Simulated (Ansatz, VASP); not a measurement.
# Two plane-wave programs on BN

```
B N
1.0
     2.28614    0.00000    0.00000
    -1.14307    1.97985    0.00000
     0.00000    0.00000    3.79798
B N
2 2
Direct
  0.33333 0.66667 0.00189
  0.66667 0.33333 0.50189
  0.33333 0.66667 0.37411
  0.66667 0.33333 0.87411
```

Change from the starting cell: volume scaled by 0.72, PAW files.

Alike in both runs: task single point; functional PBE; k mesh 12 × 12 × 6; occupations fermi-dirac, width 0.05 eV; no spin polarisation.

|  | VASP | Ansatz |
| --- | --- | --- |
| version | VASP 6.6.1 | Ansatz 0.2.0 |
| potentials or method | VASP PAW PBE potentials, release 64 (B, N) | PAW with Ansatz's default frozen-core files, scalar-relativistic |
| plane-wave cutoff (eV) | 520 | 420 |
| valence electrons in the cell | 16 | 16 |

```csv
,VASP,Ansatz,Ansatz less VASP
gap on the k mesh at the Fermi level (eV),4.19,4.23,+0.041
pressure (GPa),222.2,220.8,-1.40
"traceless stress, the component that is largest in VASP (GPa)",0.11,0.06,-0.047
```

Both programs put the cell under a high pressure, so it lies far from rest at this level.

Noted on VASP's run: the cell as given lies far from equilibrium.
